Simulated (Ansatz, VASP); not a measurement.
One calculation of Rb, two programs

File INCAR:

```
SYSTEM = Rb
  ALGO = Normal
  EDIFF = 1E-6
  ENCUT = 520
  GGA = PS
  ISIF = 2
  ISMEAR = 0
  LASPH = .True.
  LCHARG = .False.
  LREAL = .False.
  LWAVE = .False.
  NBANDS = 10
  NELM = 100
  PREC = Accurate
  SIGMA = 0.15
```

KPOINTS

```
k-points
0
Gamma
  12 12 12
  0 0 0
```

POSCAR

```
Rb
1.0
    0.0000000000      3.2758962030      3.6398846700
    3.2758962030      0.0000000000      3.6398846700
    3.2758962030      3.2758962030      0.0000000000
Rb
1
Direct
    0.0000000000      0.0000000000      0.0000000000
```

Input for Ansatz:

```yaml
crystal:
  lattice:
    - [0.0, 3.275896203, 3.63988467]
    - [3.275896203, 0.0, 3.63988467]
    - [3.275896203, 3.275896203, 0.0]
  atoms:
    - { symbol: Rb, position: [0.0, 0.0, 0.0] }
basis:
  ecutwfc: 420
kpoints:
  mp_grid: { grid: [12, 12, 12] }
hamiltonian:
  xc: pbesol
scf:
  occupations: { method: gaussian, width: 0.15 }
output:
  forces: true
  stress: true
  eigenvalues: true
```

Change from the starting cell: strain -0.1000 x Voigt [1, 1, 0, 0, 0, 0], atoms carried along.

Alike in both runs: task single point; functional PBEsol; k mesh 12 × 12 × 12; occupations gaussian, width 0.15 eV; no spin polarisation.

|  | VASP | Ansatz |
| --- | --- | --- |
| version | VASP 6.6.1 | Ansatz 0.2.0 |
| potentials or method | VASP PAW PBE potentials, release 64 (Rb_sv), cutoff 520 eV | scalar-relativistic, plane waves, PAW |
| valence electrons in the cell | 9 | 9 |

```tsv
	VASP	Ansatz	Ansatz less VASP
gap on the k mesh at the Fermi level (eV)	none	none	-
pressure (GPa)	0.4	0.4	0.00
traceless stress, the component that is largest in VASP (GPa)	-0.10	-0.10	0.000
```

VASP's potentials were made for PBE, not for PBEsol. A gap of «none» marks a metal or a gap that the smearing closes. With one functional, cell and mesh, what is left measures potentials, basis and numerics.
